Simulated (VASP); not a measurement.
Set up this calculation in VASP 6.6.1, as the native input.

| Item | Value |
| --- | --- |
| Task | single point |
| Functional | PBE |
| Potentials or basis | VASP PAW PBE potentials, release 64 (Ag) |
| Cutoff | 520 eV |
| k mesh | 16 × 16 × 16 |
| Occupations | fermi-dirac, width 0.08 eV |
| Spin | no spin polarisation |
| Dipole correction | no |
| Further INCAR settings | ALGO = Normal; EDIFF = 1e-07; NBANDS = 12 |

The structure of Ag lies in POSCAR:

```
Ag
1.0
    2.6756710315      0.0000000000      0.0000000000
    0.0000000000      2.6756710315      0.0000000000
    0.0000000000      0.0000000000      2.6756710315
Ag
1
Direct
    0.0000000000      0.0000000000      0.0000000000
```

This cell differs from its parent crystal: volume scaled by 0.92.

These files were run (other wordings do the same):

INCAR

```
SYSTEM = Ag
ALGO = Normal ; EDIFF = 1E-7
ENCUT = 520 ; GGA = PE
ISIF = 2 ; ISMEAR = -1
LASPH = .TRUE. ; LCHARG = .FALSE.
LREAL = .FALSE. ; LWAVE = .FALSE.
NBANDS = 12 ; NELM = 100
PREC = Accurate ; SIGMA = 0.08
```

KPOINTS

```
k-points
0
G
  16 16 16
  0 0 0
```

Potentials or basis: VASP PAW PBE potentials, release 64 (Ag).

The run is started by

```bash
$ cat potpaw_PBE.64/Ag/POTCAR > POTCAR
$ mpirun -np 1 vasp_std > vasp.out
```

Results of the run:

```yaml
Pressure: 6.9 GPa
```

Run time: 14 s on 1 thread of Intel Xeon 6975P-C, on a shared host, peak memory 0.15 GiB.
